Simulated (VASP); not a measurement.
# KF (Fm-3m) in VASP: notebook, part 2 of 2

VASP 6.6.1. Earlier steps stand in the parts before.

**6. Single point, PBE-based screened hybrid**

The input, POSCAR:

```
KF
1.0
    0.0000000000      2.6589605792      2.6589605792
    2.6589605792      0.0000000000      2.6589605792
    2.6589605792      2.6589605792      0.0000000000
K F
1 1
Direct
    0.0000000000      0.0000000000      0.0000000000
    0.5000000000      0.5000000000      0.5000000000
```

The input, INCAR.step1:

```
ALGO = Normal
EDIFF = 1E-5
ENCUT = 520
GGA = PE
GGA_COMPAT = False
ISIF = 2
ISMEAR = 0
LASPH = True
LCHARG = False
LREAL = False
LWAVE = True
NBANDS = 15
NELM = 120
PREC = Accurate
SIGMA = 0.01
```

The input, INCAR.step2:

```
AEXX = 0.1
ALGO = Normal
EDIFF = 1E-6
ENCUT = 520
GGA = PE
GGA_COMPAT = False
HFSCREEN = 0.2078
ISIF = 2
ISMEAR = 0
ISTART = 1
LASPH = True
LCHARG = False
LHFCALC = True
LREAL = False
LWAVE = False
NBANDS = 15
NELM = 120
PREC = Accurate
PRECFOCK = Normal
SIGMA = 0.01
```

The input, KPOINTS:

```
k-points
0
Gamma
  4 4 4
```

Potentials or basis: VASP PAW PBE potentials, release 64 (K_sv, F).

On the command line:

```bash
$ cat potpaw_PBE.64/K_sv/POTCAR potpaw_PBE.64/F/POTCAR > POTCAR
$ cp INCAR.step1 INCAR
$ mpirun -np 1 vasp_std > vasp.out
$ cp INCAR.step2 INCAR
$ mpirun -np 1 vasp_std > vasp.out
```

OUTCAR:

```text
AEXX = 0.1
   EDIFF = 1E-6
   ENCUT = 520
   GGA = PE
   HFSCREEN = 0.2078
   ISIF = 2
   ISMEAR = 0
   ISTART = 1
   LASPH = True
   LHFCALC = True
   LREAL = False
   NELM = 120
   PREC = Accurate
   PRECFOCK = Normal

 ion  position               nearest neighbor table
   1  0.000  0.000  0.000-   2 2.66   2 2.66   2 2.66   2 2.66   2 2.66   2 2.66
   2  0.500  0.500  0.500-   1 2.66   1 2.66   1 2.66   1 2.66   1 2.66   1 2.66

  LATTYP: Found a face centered cubic cell.
 ALAT       =     5.3179211584

  Lattice vectors:

 A1 = (   0.0000000000,   2.6589605792,   2.6589605792)
 A2 = (   2.6589605792,   0.0000000000,   2.6589605792)
 A3 = (   2.6589605792,   2.6589605792,   0.0000000000)

Analysis of symmetry for initial positions (statically):
=====================================================================
 Subroutine PRICEL returns:
 Original cell was already a primitive cell.

 Routine SETGRP: Setting up the symmetry group for a
 face centered cubic supercell.

 Subroutine GETGRP returns: Found 48 space group operations
 (whereof 48 operations were pure point group operations)
 out of a pool of 48 trial point group operations.

The static configuration has the point symmetry O_h .

Analysis of symmetry for dynamics (positions and initial velocities):
=====================================================================
 Subroutine PRICEL returns:
 Original cell was already a primitive cell.

 Routine SETGRP: Setting up the symmetry group for a
 face centered cubic supercell.

 Subroutine GETGRP returns: Found 48 space group operations
 (whereof 48 operations were pure point group operations)
 out of a pool of 48 trial point group operations.

The dynamic configuration has the point symmetry O_h .

 Subroutine INISYM returns: Found 48 space group operations
 (whereof 48 operations are pure point group operations),
 and found     1 'primitive' translations

----------------------------------------------------------------------------------------

                                     Primitive cell

  volume of cell :      37.5981

  direct lattice vectors                    reciprocal lattice vectors
     0.000000000  2.658960579  2.658960579    -0.188043405  0.188043405  0.188043405
     2.658960579  0.000000000  2.658960579     0.188043405 -0.188043405  0.188043405
     2.658960579  2.658960579  0.000000000     0.188043405  0.188043405 -0.188043405

  length of vectors
     3.760338113  3.760338113  3.760338113     0.325700731  0.325700731  0.325700731

  position of ions in fractional coordinates (direct lattice)
     0.000000000  0.000000000  0.000000000
     0.500000000  0.500000000  0.500000000

  ion indices of the primitive-cell ions
   primitive index   ion index
                 1           1
                 2           2

----------------------------------------------------------------------------------------

 KPOINTS: k-points

Automatic generation of k-mesh.
 Grid dimensions read from file:
 generate k-points for:    4    4    4

 Generating k-lattice:

[... 31 lines left out ...]
   ions per type =               1   1
   NGX,Y,Z   is equivalent  to a cutoff of  12.38, 12.38, 12.38 a.u.
   NGXF,Y,Z  is equivalent  to a cutoff of  24.76, 24.76, 24.76 a.u.
 SYSTEM =  unknown system
   PREC   = accura    normal or accurate (medium, high low for compatibility)
   ISTART =      1    job   : 0-new  1-cont  2-samecut
   ICHARG =      0    charge: 1-file 2-atom 10-const
   ISPIN  =      1    spin polarized calculation?
   LNONCOLLINEAR =      F non collinear calculations
   LSORBIT =      F    spin-orbit coupling
   LASPH  =      T    aspherical Exc in radial PAW
   ENCUT  =  520.0 eV  38.22 Ry    6.18 a.u.   6.99  6.99  6.99*2*pi/ulx,y,z
   NELM   =    120;   NELMIN=  2; NELMDL=  0     # of ELM steps
   EDIFF  = 0.1E-05   stopping-criterion for ELM
   LREAL  =      F    real-space projection
   EDIFFG = 0.1E-04   stopping-criterion for IOM
   NSW    =      0    number of steps for IOM
   IBRION =     -1    ionic relax: 0-MD 1-quasi-New 2-CG
   NFREE  =      0    steps in history (QN), initial steepest desc. (CG)
   ISIF   =      2    stress and relaxation
   ISYM   =      3    0-nonsym 1-usesym 2-fastsym
   POTIM  = 0.5000    time-step for ionic-motion
   TEBEG  =    0.0;   TEEND  =   0.0 temperature during run
   PSTRESS=    0.0 pullay stress
   NELECT =      16.0000    total number of electrons
   NUPDOWN=      -1.0000    fix difference up-down
   EMIN   =  10.00;   EMAX   =-10.00  energy-range for DOS
   EFERMI =   0.00;   METHOD = LEGACY
   ISMEAR =     0;   SIGMA  =   0.01  broadening in eV -4-tet -1-fermi 0-gaus
   EFERMI_NEDOS =   21; number of points for ismear=-14 and -15
   IALGO  =     38    algorithm
   IMIX   =      1    mixing-type and parameters
     AMIX     =   0.40;   BMIX     =  1.00
     AMIX_MAG =   1.60;   BMIX_MAG =  1.00
  volume/ion in A,a.u.               =      18.80       126.86
  Fermi-wavevector in a.u.,A,eV,Ry     =   1.231382  2.326975 20.630548  1.516303
  Thomas-Fermi vector in A             =   2.366194
   LORBIT       =      0    0 simple, 1 ext, 2 COOP (PROOUT), +10 PAW based schemes
   GGA     = PE    functional components
   LHFCALC =     T    Hartree Fock is set to
   PRECFOCK=normal    Normal, Fast or Accurate (Low or Medium for compatibility)
   ENCUT4O =  -1.0   cutoff for four orbital integrals eV
   NKREDX  =     1    reduce k-point grid by
   NKREDY  =     1    reduce k-point grid by
   NKREDZ  =     1    reduce k-point grid by
   AEXX    =    0.1000 exact exchange contribution
   HFSCREEN=    0.2078 screening length (either q_TF or 0.3 A-1)
   HFSCREENC=   0.2078 screening length for correlation (either q_TF or 0.3 A-1)
   ENCUTFOCK=  -1.0 apply spherical cutoff to Coloumb kernel
   IVDW    =     0    specifies the selected vdW correction
   LEPSILON=     F    determine dielectric tensor
   LRPA    =     F    only Hartree local field effects (RPA)
 non-spin polarized calculation
 Gauss-broadening in eV      SIGMA  =   0.01
  energy-cutoff  :      520.00
  volume of cell :       37.60
 maximum number of plane-waves:      1036
  NGX = 24; NGY = 24; NGZ = 24

 number of electron      16.0000010 magnetization

 Free energy of the ion-electron system (eV)
  ---------------------------------------------------
  ext. energy  EPLUGINS =         0.00000000
  ---------------------------------------------------
  free energy    TOTEN  =        -8.94504996 eV

  energy without entropy =       -8.94504996  energy(sigma->0) =       -8.94504996

 E-fermi :  -3.3180     XC(G=0):  -7.8773

 val. band max:       -3.3922281383   @ k =   0.0000   0.0000   0.0000
 cond. band min:       3.6408009068   @ k =   0.0000   0.0000   0.0000
 fundamental gap:      7.0330290451
 Fermi energy:        -3.3179834140

 k-point     1 :       0.0000    0.0000    0.0000
  band No.  band energies     occupation
      1     -30.1014      2.00000
      2     -22.6758      2.00000
      3     -12.7972      2.00000
      4     -12.7972      2.00000
      5     -12.7972      2.00000
      6      -3.3922      2.00000
      7      -3.3922      2.00000
      8      -3.3922      2.00000
      9       3.6408      0.00000
     10       8.2552      0.00000
     11       8.2552      0.00000
     12       8.2552      0.00000
     13      10.0124      0.00000
     14      10.0124      0.00000
[... 113 lines left out ...]
      2     -22.7242      2.00000
      3     -13.2090      2.00000
      4     -13.2090      2.00000
      5     -12.8852      2.00000
      6      -3.8109      2.00000
      7      -3.5484      2.00000
      8      -3.5484      2.00000
      9       7.2509      0.00000
     10       7.2509      0.00000
     11       8.8451      0.00000
     12      11.1316      0.00000
     13      12.0063      0.00000
     14      12.6394      0.00000
     15      13.8701      0.00000

------------------------ aborting loop because EDIFF is reached ----------------------------------------

  FORCE on cell =-STRESS in cart. coord.  units (eV):
  Direction    XX          YY          ZZ          XY          YZ          ZX
  --------------------------------------------------------------------------------------
  -------------------------------------------------------------------------------------
  Total        0.3802692      0.3802692      0.3802692      0.0000000     -0.0000000      0.0000000
  in kB       16.2045137     16.2045137     16.2045137      0.0000000     -0.0000000      0.0000000
  external PRESSURE =      16.2045137 kB  Pullay stress =       0.0000000 kB

 VOLUME and BASIS-vectors are now :
 -----------------------------------------------------------------------------
  energy-cutoff  :      520.00
  volume of cell :       37.60
      direct lattice vectors                 reciprocal lattice vectors
     0.000000000  2.658960579  2.658960579    -0.188043405  0.188043405  0.188043405
     2.658960579  0.000000000  2.658960579     0.188043405 -0.188043405  0.188043405
     2.658960579  2.658960579  0.000000000     0.188043405  0.188043405 -0.188043405

 POSITION                                       TOTAL-FORCE (eV/Angst)
 -----------------------------------------------------------------------------------
      0.00000      0.00000      0.00000         0.000000     -0.000000      0.000000
      2.65896      2.65896      2.65896        -0.000000      0.000000     -0.000000
 -----------------------------------------------------------------------------------
    total drift:                                0.000000      0.000000      0.000000

  FREE ENERGIE OF THE ION-ELECTRON SYSTEM (eV)
  ---------------------------------------------------
  free  energy   TOTEN  =        -8.9450499553 eV

  energy  without entropy=       -8.9450499553  energy(sigma->0) =       -8.94504996
```

Wall time 2 min (1 thread of Intel Xeon 6975P-C (Granite Rapids), shared host); peak memory 0.27 GiB.

Results:

```
Free energy            : -8.9450 eV
Pressure               : 1.6 GPa
Band gap on the k mesh : 7.03 eV, direct
```

Levels at points of the mesh, in eV from the valence-band top:
| k point | band 4 | band 5 | band 6 | band 7 | band 8 | band 9 | band 10 | band 11 | band 12 | band 13 |
| --- | --- | --- | --- | --- | --- | --- | --- | --- | --- | --- |
| (0.00, 0.00, 0.00) | -9.41 | -9.41 | 0.00 | 0.00 | 0.00 | 7.03 | 11.65 | 11.65 | 11.65 | 13.40 |
| (0.50, 0.00, 0.00) | -9.44 | -9.44 | -0.81 | -0.36 | -0.36 | 9.98 | 11.53 | 13.13 | 13.13 | 15.48 |
| (0.50, 0.50, 0.00) | -9.63 | -9.63 | -0.20 | -0.05 | -0.05 | 9.05 | 11.31 | 12.77 | 14.74 | 15.39 |

Caveat: the k points lie up to 0.51 Å⁻¹ apart; the PAW data sets were made with another functional, which shifts forces and pressure a little.

**7. The runs side by side**

```csv
level,k mesh,cutoff (eV),grid for exact exchange (PRECFOCK),share of exact exchange,screening parameter,gap on the mesh (eV),pressure (GPa)
PBE,"6 × 6 × 6, shifted",600,-,-,-,6.47,1.9
PBE,6 × 6 × 6,600,-,-,-,6.24,1.9
PBE-based screened hybrid,4 × 4 × 4,520,Normal,0.05,0.3 1/Å,6.58,1.8
PBE-based screened hybrid,4 × 4 × 4,520,Normal,0.1,0.2078 1/Å,7.03,1.6
```

Alike in all rows: task single point; potentials or basis VASP PAW PBE potentials, release 64 (K_sv, F); no spin polarisation; cell as given; smearing gaussian 0.01 eV.

Caveats: some runs use coarse meshes; the PAW data sets were made with another functional, which shifts forces and pressure a little (some runs).

Absolute energies hang on the potentials; compare differences alone.
